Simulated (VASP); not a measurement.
# ZnGeP2 (I-42d) in VASP: single point with PBEsol

Aim: the single point of ZnGeP2 with PBEsol.

All numbers are computed with VASP 6.6.1; they aren't measurements. Logs are shortened: lines on timing, memory, paths and dates and some standing lists are left out, and cuts for length are marked.

### Step 1. The cell of the first run

Symmetry: I-42d, No. 122, tetragonal system. The conventional cell has a = 5.424 Å, b = 5.424 Å, c = 10.709 Å, α = 90.00°, β = 90.00°, γ = 90.00°. Zn (site symmetry -4) has 4 P at 2.34 Å within 3.1 Å. Within 3.1 Å of Ge (site symmetry -4) lie 4 P at 2.33 Å. Within 3.1 Å of P (site symmetry 2) lie 2 Ge at 2.33 Å and 2 Zn at 2.34 Å.

### Step 2. Single point, PBEsol

INCAR

```
SYSTEM = ZnGeP2
PREC     = Accurate       ! precision mode
ENCUT    = 500            ! plane-wave cutoff, eV
EDIFF    = 1E-6           ! SCF threshold, eV
ISMEAR   = 0              ! smearing method
SIGMA    = 0.02           ! smearing width, eV
LREAL    = .FALSE.        ! projectors in reciprocal space
LASPH    = .TRUE.         ! aspherical terms in the spheres
NELM     = 120            ! most SCF steps
ALGO     = Normal         ! electronic algorithm
ISIF     = 2              ! what is computed and relaxed
LWAVE    = .FALSE.        ! write WAVECAR
LCHARG   = .FALSE.        ! write CHGCAR
GGA      = PS             ! functional
NBANDS   = 46             ! bands
GGA_COMPAT= .FALSE.
```

KPOINTS

```
regular mesh
0
G
  8 8 8
  0 0 0
```

POSCAR

```
ZnGeP2
1.0
   -2.7122320679      2.7122320679      5.3546658501
    2.7122320679     -2.7122320679      5.3546658501
    2.7122320679      2.7122320679     -5.3546658501
Zn Ge P
2 2 4
Direct
    0.0000000000      0.0000000000      0.0000000000
    0.7500000000      0.2500000000      0.5000000000
    0.5000000000      0.5000000000      0.0000000000
    0.2500000000      0.7500000000      0.5000000000
    0.3750000000      0.3766773991      0.5016773991
    0.6233226009      0.1250000000      0.9983226009
    0.8750000000      0.8733226009      0.4983226009
    0.1266773991      0.6250000000      0.0016773991
```

Potentials or basis: VASP PAW PBE potentials, release 64 (Zn, Ge_d, P).

The run is started by

```console
> cat potpaw_PBE.64/Zn/POTCAR potpaw_PBE.64/Ge_d/POTCAR potpaw_PBE.64/P/POTCAR > POTCAR
> mpirun -np 1 vasp_std > vasp.out
```

OUTCAR:

```text
SYSTEM = ZnGeP2
   PREC = Accurate
   ENCUT = 500
   EDIFF = 1E-6
   ISMEAR = 0
   LREAL = .FALSE.
   LASPH = .TRUE.
   NELM = 120
   ISIF = 2
   GGA = PS

 ion  position               nearest neighbor table
   1  0.000  0.000  0.000-   6 2.34   8 2.34   7 2.34   5 2.34
   2  0.750  0.250  0.500-   5 2.34   7 2.34   6 2.34   8 2.34
   3  0.500  0.500  0.000-   5 2.33   6 2.33   7 2.33   8 2.33
   4  0.250  0.750  0.500-   5 2.33   6 2.33   7 2.33   8 2.33
   5  0.375  0.377  0.502-   3 2.33   4 2.33   2 2.34   1 2.34
   6  0.623  0.125  0.998-   3 2.33   4 2.33   2 2.34   1 2.34
   7  0.875  0.873  0.498-   3 2.33   4 2.33   1 2.34   2 2.34
   8  0.127  0.625  0.002-   3 2.33   4 2.33   1 2.34   2 2.34

  LATTYP: Found a body centered tetragonal cell.
 ALAT       =     5.4244641358
 C/A-ratio  =     1.9742653711

  Lattice vectors:

 A1 = (  -2.7122320679,   2.7122320679,   5.3546658501)
 A2 = (   2.7122320679,  -2.7122320679,   5.3546658501)
 A3 = (   2.7122320679,   2.7122320679,  -5.3546658501)

Analysis of symmetry for initial positions (statically):
=====================================================================
 Subroutine PRICEL returns:
 Original cell was already a primitive cell.

 Routine SETGRP: Setting up the symmetry group for a
 body centered tetragonal supercell.

 Subroutine GETGRP returns: Found  8 space group operations
 (whereof  4 operations were pure point group operations)
 out of a pool of 16 trial point group operations.

The static configuration has the point symmetry S_4 .
 The point group associated with its full space group is D_2d.

Analysis of symmetry for dynamics (positions and initial velocities):
=====================================================================
 Subroutine PRICEL returns:
 Original cell was already a primitive cell.

 Routine SETGRP: Setting up the symmetry group for a
 body centered tetragonal supercell.

 Subroutine GETGRP returns: Found  8 space group operations
 (whereof  4 operations were pure point group operations)
 out of a pool of 16 trial point group operations.

The dynamic configuration has the point symmetry S_4 .
 The point group associated with its full space group is D_2d.

 Subroutine INISYM returns: Found  8 space group operations
 (whereof  4 operations are pure point group operations),
 and found     1 'primitive' translations

----------------------------------------------------------------------------------------

                                     Primitive cell

  volume of cell :     157.5600

  direct lattice vectors                    reciprocal lattice vectors
    -2.712232068  2.712232068  5.354665850     0.000000000  0.184350007  0.093376508
     2.712232068 -2.712232068  5.354665850     0.184350007  0.000000000  0.093376508
     2.712232068  2.712232068 -5.354665850     0.184350007  0.184350007  0.000000000

  length of vectors
     6.586717843  6.586717843  6.586717843     0.206649697  0.206649697  0.260710280

  position of ions in fractional coordinates (direct lattice)
     0.000000000  0.000000000  0.000000000
     0.750000000  0.250000000  0.500000000
     0.500000000  0.500000000  0.000000000
     0.250000000  0.750000000  0.500000000
     0.375000000  0.376677399  0.501677399
     0.623322601  0.125000000  0.998322601
     0.875000000  0.873322601  0.498322601
     0.126677399  0.625000000  0.001677399

  ion indices of the primitive-cell ions
   primitive index   ion index
                 1           1
                 2           2
                 3           3
                 4           4
                 5           5
                 6           6
                 7           7
                 8           8

----------------------------------------------------------------------------------------

 KPOINTS: regular mesh

Automatic generation of k-mesh.
 Grid dimensions read from file:
 generate k-points for:    8    8    8

 Generating k-lattice:

  Cartesian coordinates                     Fractional coordinates (reciprocal lattice)
     0.000000000  0.023043751  0.011672064     0.125000000  0.000000000  0.000000000
     0.023043751  0.000000000  0.011672064     0.000000000  0.125000000  0.000000000
     0.023043751  0.023043751  0.000000000     0.000000000  0.000000000  0.125000000

  Length of vectors
     0.025831212  0.025831212  0.032588785

  Shift w.r.t. Gamma in fractional coordinates (k-lattice)
     0.000000000  0.000000000  0.000000000

 Subroutine IBZKPT returns following result:
 ===========================================

 Found     59 irreducible k-points:

 Following reciprocal coordinates:
            Coordinates               Weight
  0.000000  0.000000  0.000000      1.000000
  0.125000  0.000000 -0.000000      8.000000
  0.250000  0.000000 -0.000000      8.000000
  0.375000  0.000000  0.000000      8.000000
  0.500000  0.000000 -0.000000      4.000000
  0.125000  0.125000 -0.000000      8.000000
[... 16 lines left out ...]
  0.250000  0.125000  0.125000     16.000000
  0.375000  0.125000  0.125000      8.000000
 [... further k-points ...]
   k-points           NKPTS =     59   k-points in BZ     NKDIM =     59   number of bands    NBANDS=     46
   number of dos      NEDOS =    301   number of ions     NIONS =      8
   total plane-waves  NPLWV = 110592
   dimension x,y,z NGX =    48 NGY =   48 NGZ =   48
   dimension x,y,z NGXF=    96 NGYF=   96 NGZF=   96
   ions per type =               2   2   4
   NGX,Y,Z   is equivalent  to a cutoff of  12.11, 12.11, 12.11 a.u.
   NGXF,Y,Z  is equivalent  to a cutoff of  24.23, 24.23, 24.23 a.u.
 SYSTEM =  ZnGeP2
   PREC   = accura    normal or accurate (medium, high low for compatibility)
   ISTART =      0    job   : 0-new  1-cont  2-samecut
   ICHARG =      2    charge: 1-file 2-atom 10-const
   ISPIN  =      1    spin polarized calculation?
   LNONCOLLINEAR =      F non collinear calculations
   LSORBIT =      F    spin-orbit coupling
   LASPH  =      T    aspherical Exc in radial PAW
   ENCUT  =  500.0 eV  36.75 Ry    6.06 a.u.  12.01 12.01 12.01*2*pi/ulx,y,z
   NELM   =    120;   NELMIN=  2; NELMDL= -5     # of ELM steps
   EDIFF  = 0.1E-05   stopping-criterion for ELM
   LREAL  =      F    real-space projection
   EDIFFG = 0.1E-04   stopping-criterion for IOM
   NSW    =      0    number of steps for IOM
   IBRION =     -1    ionic relax: 0-MD 1-quasi-New 2-CG
   NFREE  =      0    steps in history (QN), initial steepest desc. (CG)
   ISIF   =      2    stress and relaxation
   ISYM   =      2    0-nonsym 1-usesym 2-fastsym
   POTIM  = 0.5000    time-step for ionic-motion
   TEBEG  =    0.0;   TEEND  =   0.0 temperature during run
   PSTRESS=    0.0 pullay stress
   NELECT =      72.0000    total number of electrons
   NUPDOWN=      -1.0000    fix difference up-down
   EMIN   =  10.00;   EMAX   =-10.00  energy-range for DOS
   EFERMI =   0.00;   METHOD = LEGACY
   ISMEAR =     0;   SIGMA  =   0.02  broadening in eV -4-tet -1-fermi 0-gaus
   EFERMI_NEDOS =   21; number of points for ismear=-14 and -15
   IALGO  =     38    algorithm
   IMIX   =      4    mixing-type and parameters
     AMIX     =   0.40;   BMIX     =  1.00
     AMIX_MAG =   1.60;   BMIX_MAG =  1.00
  volume/ion in A,a.u.               =      19.70       132.91
  Fermi-wavevector in a.u.,A,eV,Ry     =   1.260967  2.382882 21.633770  1.590037
  Thomas-Fermi vector in A             =   2.394450
   LORBIT       =      0    0 simple, 1 ext, 2 COOP (PROOUT), +10 PAW based schemes
   GGA     = PS    functional components
   LHFCALC =     F    Hartree Fock is set to
   AEXX    =    0.0000 exact exchange contribution
   IVDW    =     0    specifies the selected vdW correction
   LEPSILON=     F    determine dielectric tensor
   LRPA    =     F    only Hartree local field effects (RPA)
 non-spin polarized calculation
 Gauss-broadening in eV      SIGMA  =   0.02
  energy-cutoff  :      500.00
  volume of cell :      157.56
 maximum number of plane-waves:      4022
   NGX = 25   NGY = 25   NGZ = 25

 number of electron      71.9999961 magnetization

 Free energy of the ion-electron system (eV)
  ---------------------------------------------------
  ext. energy  EPLUGINS =         0.00000000
  ---------------------------------------------------
  free energy    TOTEN  =       -37.75806859 eV

  energy without entropy =      -37.75806859  energy(sigma->0) =      -37.75806859

 E-fermi :   4.4972     XC(G=0): -10.1024

 val. band max:        4.4108011942   @ k =   0.0000   0.0000   0.0000
 cond. band min:       5.5365532339   @ k =   0.5000   0.5000   0.5000
 fundamental gap:      1.1257520397
 Fermi energy:         4.4972234927

 k-point     1 :       0.0000    0.0000    0.0000
  band No.  band energies     occupation
      1     -20.4036      2.00000
      2     -20.4022      2.00000
      3     -20.4022      2.00000
      4     -20.3973      2.00000
      5     -20.3912      2.00000
      6     -20.3912      2.00000
[... 38 lines left out ...]
     45       9.3509      0.00000
     46       9.3548      0.00000

 k-point     2 :       0.1250    0.0000   -0.0000
  band No.  band energies     occupation
      1     -20.4036      2.00000
      2     -20.4022      2.00000
      3     -20.4019      2.00000
      4     -20.3973      2.00000
      5     -20.3916      2.00000
      6     -20.3910      2.00000
[... 38 lines left out ...]
     45       9.2327      0.00000
     46       9.7279      0.00000

 k-point     3 :       0.2500    0.0000   -0.0000
  band No.  band energies     occupation
      1     -20.4036      2.00000
      2     -20.4024      2.00000
      3     -20.4013      2.00000
      4     -20.3974      2.00000
      5     -20.3927      2.00000
      6     -20.3906      2.00000
[... 1018 lines left out ...]
     45       9.7308      0.00000
     46      10.1572      0.00000

 k-point    24 :       0.3750    0.1250    0.1250
  band No.  band energies     occupation
      1     -20.4029      2.00000
      2     -20.4028      2.00000
      3     -20.3997      2.00000
      4     -20.3960      2.00000
      5     -20.3956      2.00000
      6     -20.3919      2.00000
[... 38 lines left out ...]
     45       9.7166      0.00000
     46      10.0166      0.00000

 [... further k-points ...]

------------------------ aborting loop because EDIFF is reached ----------------------------------------

  FORCE on cell =-STRESS in cart. coord.  units (eV):
  Direction    XX          YY          ZZ          XY          YZ          ZX
  --------------------------------------------------------------------------------------
  -------------------------------------------------------------------------------------
  Total        0.0448876      0.0448876      0.0459754      0.0000000     -0.0000000      0.0000000
  in kB        0.4564471      0.4564471      0.4675095      0.0000000     -0.0000000      0.0000000
  external PRESSURE =       0.4601346 kB  Pullay stress =       0.0000000 kB

 VOLUME and BASIS-vectors are now :
 -----------------------------------------------------------------------------
  energy-cutoff  :      500.00
  volume of cell :      157.56
      direct lattice vectors                 reciprocal lattice vectors
    -2.712232068  2.712232068  5.354665850     0.000000000  0.184350007  0.093376508
     2.712232068 -2.712232068  5.354665850     0.184350007  0.000000000  0.093376508
     2.712232068  2.712232068 -5.354665850     0.184350007  0.184350007  0.000000000

 POSITION                                       TOTAL-FORCE (eV/Angst)
 -----------------------------------------------------------------------------------
      0.00000      0.00000      0.00000        -0.000000      0.000000      0.000000
      0.00000      2.71223      2.67733        -0.000000      0.000000      0.000000
      0.00000      0.00000      5.35467        -0.000000      0.000000     -0.000000
      2.71223      0.00000      2.67733        -0.000000      0.000000     -0.000000
      1.36522      1.35612      1.33867         0.027912      0.000000      0.000000
      1.35612      4.05925     -1.33867        -0.000000     -0.027912     -0.000000
      1.34702      1.35612      6.69333        -0.027912      0.000000     -0.000000
      1.35612     -1.34702      4.01600        -0.000000      0.027912      0.000000
 -----------------------------------------------------------------------------------
    total drift:                               -0.000008     -0.000008     -0.000010

  FREE ENERGIE OF THE ION-ELECTRON SYSTEM (eV)
  ---------------------------------------------------
  free  energy   TOTEN  =       -37.7580685862 eV

  energy  without entropy=      -37.7580685862  energy(sigma->0) =      -37.75806859
```

It took 7.9 min on 1 thread of Intel Xeon Platinum 8488C (Sapphire Rapids), shared host; peak memory 0.54 GiB.

Results:

```
Free energy            : -37.7581 eV
Pressure               : 0.0 GPa
Largest force          : 0.028 eV/Å
Band gap on the k mesh : 1.13 eV (least direct gap 1.25 eV)
```

Forces in eV/Å, atoms in the order of the input:
```
Zn   0.000  0.000  0.000
Zn   0.000  0.000  0.000
Ge   0.000  0.000  0.000
Ge   0.000  0.000  0.000
P    0.028  0.000  0.000
P    0.000 -0.028  0.000
P   -0.028  0.000  0.000
P    0.000  0.028  0.000
```

Levels at points of the mesh, in eV from the valence-band top:
| k point | band 34 | band 35 | band 36 | band 37 | band 38 | band 39 |
| --- | --- | --- | --- | --- | --- | --- |
| (0.00, 0.00, 0.00) | -0.07 | -0.07 | 0.00 | 1.25 | 1.40 | 1.50 |
| (0.50, 0.00, 0.00) | -1.96 | -1.70 | -1.02 | 2.38 | 2.48 | 2.73 |
| (0.50, 0.50, 0.00) | -1.23 | -0.78 | -0.78 | 1.17 | 1.17 | 2.97 |
| (0.50, 0.50, 0.50) | -1.97 | -1.42 | -1.42 | 1.13 | 1.13 | 1.33 |

Caveat: the PAW data sets were made with another functional, which shifts forces and pressure a little.
